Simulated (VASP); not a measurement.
ZnS, 32 atoms in the cell. It takes space group F-43m (No. 216, cubic). The conventional cell has a = 5.356 Å, b = 5.356 Å, c = 5.356 Å, α = 90.00°, β = 90.00°, γ = 90.00°. Within 3.1 Å of Zn (site symmetry -43m) lie 4 S at 2.32 Å. S (site symmetry -43m) has 4 Zn at 2.32 Å within 3.1 Å. 

- Program: VASP 6.6.1
- Task: single point
- Functional: PBEsol
- Potentials or basis: VASP PAW PBE potentials, release 64 (Zn, S)
- Cutoff: 520 eV
- k mesh: 2 × 2 × 2, shifted
- Occupations: gaussian, width 0.02 eV
- Spin: no spin polarisation
- Dipole correction: no
- Further INCAR settings: LREAL = Auto; ALGO = Normal; EDIFF = 1e-06; NBANDS = 166

Potentials or basis: VASP PAW PBE potentials, release 64 (Zn, S).

Run with:

```sh
$ cat potpaw_PBE.64/Zn/POTCAR potpaw_PBE.64/S/POTCAR > POTCAR
$ mpirun -np 1 vasp_std > vasp.out
```

Hardware: 1 thread of AMD EPYC 7R13 (shared host).

Estimate the wall time of this run.

It took 13 min on 1 thread of AMD EPYC 7R13 (shared host), peak memory 0.71 GiB. Counts: scf iterations 17, k points 2.
